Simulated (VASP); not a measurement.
Runs of VASP 6.6.1 on Sc. The structure is that of space group P6_3/mmc (No. 194), or close to it. The cells are those of the table. 

```csv
cell,further INCAR settings,gap on the mesh (eV),pressure (GPa)
"a = 3.309, b = 3.309, c = 5.426 Å, angles 90.0, 90.0, 120.0°, 2 atoms",ALGO = Fast; EDIFF = 1e-07; NBANDS = 18,none,(c)
"a = 3.210, b = 3.210, c = 5.426 Å, angles 90.0, 90.0, 120.0°, 2 atoms",ALGO = Fast; EDIFF = 1e-06; NBANDS = 18,none,-3.6
"a = 3.210, b = 3.210, c = 5.268 Å, angles 90.0, 90.0, 120.0°, 2 atoms",ALGO = Fast; EDIFF = 1e-07; NBANDS = 18,none,-2.2
"a = 3.408, b = 3.408, c = 5.110 Å, angles 90.0, 90.0, 120.0°, 2 atoms",ALGO = Fast; EDIFF = 1e-06; NBANDS = 18,none,(b)
"a = 3.210, b = 3.210, c = 5.110 Å, angles 90.0, 90.0, 120.0°, 2 atoms",ALGO = Fast; EDIFF = 1e-06; NBANDS = 18,none,(a)
"a = 3.309, b = 3.309, c = 5.110 Å, angles 90.0, 90.0, 120.0°, 2 atoms",ALGO = Fast; EDIFF = 1e-07; NBANDS = 18,none,-3.9
"a = 3.408, b = 3.408, c = 5.268 Å, angles 90.0, 90.0, 120.0°, 2 atoms",ALGO = Fast; EDIFF = 1e-06; NBANDS = 18,none,-7.5
"a = 3.408, b = 3.408, c = 5.426 Å, angles 90.0, 90.0, 120.0°, 2 atoms",ALGO = Fast; EDIFF = 1e-06; NBANDS = 18,none,-8.4
```

Alike in all rows: task single point; level LDA; potentials or basis VASP PAW LDA potentials, release 64 (Sc_sv); no spin polarisation; k mesh 18 × 18 × 10; cutoff (eV) 520; smearing gaussian 0.15 eV.

Q: Estimate the missing entries.

A: (a) -0.5; (b) -6.4; (c) -6.3.

A gap of «none» marks levels without a gap at the run's occupations.
